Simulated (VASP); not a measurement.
Input of a VASP 6.6.1 run:

INCAR

```
SYSTEM = Pt
PREC = Accurate ; ENCUT = 520
EDIFF = 1E-7 ; ISMEAR = 0
SIGMA = 0.15 ; LREAL = .FALSE.
LASPH = .TRUE. ; NELM = 150
ALGO = Normal ; ISIF = 2
LWAVE = .FALSE. ; LCHARG = .TRUE.
ISPIN = 2 ; MAGMOM = 0.3 0.3
LORBIT = 11 ; NUPDOWN = 0.6
LMAXMIX = 4 ; LELF = .TRUE.
LVHAR = .TRUE. ; NBANDS = 21
```

Contents of KPOINTS:

```
regular mesh
0
G
  21 21 10
  0 0 0
```

POSCAR

```
Pt
1.0
    2.7483013709      0.0000000000      0.0000000000
   -1.3741506854      2.3800988044      0.0000000000
    0.0000000000      0.0000000000      4.7455915265
Pt
2
Direct
    0.6666666667      0.3333333333      0.7500000000
    0.3333333333      0.6666666667      0.2500000000
```

Potentials or basis: VASP PAW LDA potentials, release 64 (Pt).

Command:

```sh
$ cat potpaw_LDA.64/Pt/POTCAR > POTCAR
$ mpirun -np 1 vasp_std > vasp.out
```

Problem. Estimate the pressure.

Solution. -10.7 GPa.

Stress tensor (GPa, compression positive):
```
-10.30   0.00   0.00
  0.00 -10.30   0.00
  0.00   0.00 -11.36
```

Caveat: the cell stands under tension; the total moment is fixed, so each spin has its own Fermi level.
